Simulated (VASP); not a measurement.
Crystal: SrO.

```
CELL_PARAMETERS angstrom
0.00000 2.57989 2.57989
2.57989 0.00000 2.57989
2.57989 2.57989 0.00000
ATOMIC_POSITIONS crystal
Sr 0.00000 0.00000 0.00000
O 0.50000 0.50000 0.50000
```

Base run:

```yaml
Program: VASP 6.6.1
Functional: r2SCAN
Potentials_or_basis: VASP PAW PBE potentials, release 64 (Sr_sv, O)
Cutoff: 520 eV
k_mesh: 6 × 6 × 6
Occupations: gaussian, width 0.01 eV
Spin: no spin polarisation
```

Its results: band gap on the k mesh 3.75 eV, indirect (least direct gap 3.84 eV); pressure 0.5 GPa.

The run is repeated on the same cell with these changes: functional from r2SCAN to HSE06; further incar settings from ALGO = Normal; EDIFF = 1e-06; NBANDS = 15 to ALGO = Normal; EDIFF = 1e-07; NBANDS = 15. What comes out?

Band gap on the k mesh 4.74 eV, indirect (least direct gap 4.85 eV); pressure 0.2 GPa.

Caveats: the PAW data sets were made with another functional, which shifts forces and pressure a little.

A k mesh can miss the band edges.
